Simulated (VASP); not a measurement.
Here is a VASP 6.6.1 calculation.

Contents of INCAR:

```
SYSTEM = Si
ALGO     = Normal         ! electronic algorithm
EDIFF    = 1E-6           ! SCF threshold, eV
ENCUT    = 520            ! plane-wave cutoff, eV
GGA      = PE             ! functional
ISIF     = 2              ! what is computed and relaxed
ISMEAR   = 0              ! smearing method
LASPH    = .TRUE.         ! aspherical terms in the spheres
LCHARG   = .FALSE.        ! write CHGCAR
LREAL    = .FALSE.        ! projectors in reciprocal space
LWAVE    = .FALSE.        ! write WAVECAR
NBANDS   = 16             ! bands
NELM     = 60             ! most SCF steps
PREC     = Accurate       ! precision mode
SIGMA    = 0.05           ! smearing width, eV
```

Contents of KPOINTS:

```
k-points
0
G
  10 10 10
  0 0 0
```

POSCAR

```
Si
1.0
   -3.4043150471      3.2872133011      1.9305129928
    3.4043150471     -3.2872133011      1.9305129928
    3.4043150471      3.2872133011     -1.9305129928
Si
4
Direct
    0.1786098831      0.1786098831      0.3572197663
    0.8213901169      0.8213901169      0.6427802337
    0.1786098831      0.8213901169      0.0000000000
    0.8213901169      0.1786098831      0.0000000000
```

Potentials or basis: VASP PAW PBE potentials, release 64 (Si).

Command:

```sh
$ cat potpaw_PBE.64/Si/POTCAR > POTCAR
$ mpirun -np 1 vasp_std > vasp.out
```

**Question.** Estimate the pressure.

**Answer.** 0.1 GPa.

**Question.** What does it give for the band gap on the k mesh?

**Answer.** 0.31 eV (least direct gap 0.35 eV).

Forces on the atoms (eV/Å):
```
Si  -0.235  0.289  0.000
Si   0.235 -0.289  0.000
Si   0.235  0.289  0.000
Si  -0.235 -0.289  0.000
```

Caveat: the cell differs from its parent crystal (strain +0.0175 x Voigt [1, -1, 0, 0, 0, 0]); the stress differs along the axes, from -3 to 3 GPa; semilocal functionals underestimate gaps, and a narrow one can read as zero. A k mesh can miss the band edges.
